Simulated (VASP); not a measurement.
Sb:

```xyz
2
Lattice="0.0000 3.2711 3.2711 3.2711 0.0000 3.2711 3.2711 3.2711 0.0000" Properties=species:S:1:pos:R:3 pbc="T T T"
Sb   -0.8178   -0.8178   -0.8178
Sb    0.8178    0.8178    0.8178
```

This isn't the form of Sb at room conditions, which is rhombohedral.

* Program: VASP 6.6.1
* Task: relaxation of cell and atoms
* Functional: LDA
* Potentials or basis: VASP PAW LDA potentials, release 64 (Sb)
* Cutoff: 600 eV
* k mesh: 10 × 10 × 10
* Occupations: fermi-dirac, width 0.1 eV
* Spin: no spin polarisation

At the start: pressure 6.1 GPa; volume 35.00 Å³/atom.

Question: How do energy, volume and symmetry change on relaxing?

Answer: Over 3 steps the energy falls by 80.4 meV/atom and the volume is 39.69 Å³/atom (+13.4 %); space group Fd-3m (No. 227, to 0.1 Å) before and after.

The path:
```tsv
step	energy change (eV)	largest force (eV/Å)	pressure (GPa)	volume (Å³)
1	0.0000	0.0000	6.08	70.00
2	-0.1282	0.0000	-2.00	84.34
3	-0.1607	0.0000	0.01	79.38
```

Final structure:
```
Sb
1.0
     0.00000    3.41105    3.41105
     3.41105    0.00000    3.41105
     3.41105    3.41105    0.00000
Sb
2
Direct
  0.87500 0.87500 0.87500
  0.12500 0.12500 0.12500
```
